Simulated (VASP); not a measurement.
A run of VASP 6.6.1 is set up as follows.

File INCAR:

```
PREC = Accurate
ENCUT = 600
EDIFF = 1E-6
ISMEAR = -1
SIGMA = 0.05
LREAL = F
LASPH = T
NELM = 80
ALGO = Normal
ISIF = 3
LWAVE = F
LCHARG = F
GGA = PS
IBRION = 2
NSW = 60
EDIFFG = -0.01
PSTRESS = 200.0
```

File KPOINTS:

```
Automatic mesh
0
Gamma
  9 9 5
```

POSCAR

```
ZnO
1.0
    3.2493080000      0.0000000000      0.0000000000
   -1.6246540000      2.8139832727      0.0000000000
    0.0000000000      0.0000000000      5.2057090000
Zn O
2 2
Direct
    0.6666666667      0.3333333333      0.0000000000
    0.3333333333      0.6666666667      0.5000000000
    0.3333333333      0.6666666667      0.8790100000
    0.6666666667      0.3333333333      0.3790100000
```

Potentials or basis: VASP PAW PBE potentials, release 64 (Zn, O).

Command:

```bash
$ cat potpaw_PBE.64/Zn/POTCAR potpaw_PBE.64/O/POTCAR > POTCAR
$ mpirun -np 1 vasp_std > vasp.out
```

(1) Estimate the relaxed cell.

(2) Estimate the relaxed volume.

## Answers

(1) a = 3.124 Å, b = 3.124 Å, c = 5.029 Å, α = 90.00°, β = 90.00°, γ = 120.00°.

(2) 10.63 Å³/atom.

Caveat: the cell is relaxed towards a set pressure, so the run minimises the enthalpy, not the energy; the PAW data sets were made with another functional, which shifts forces and pressure a little.
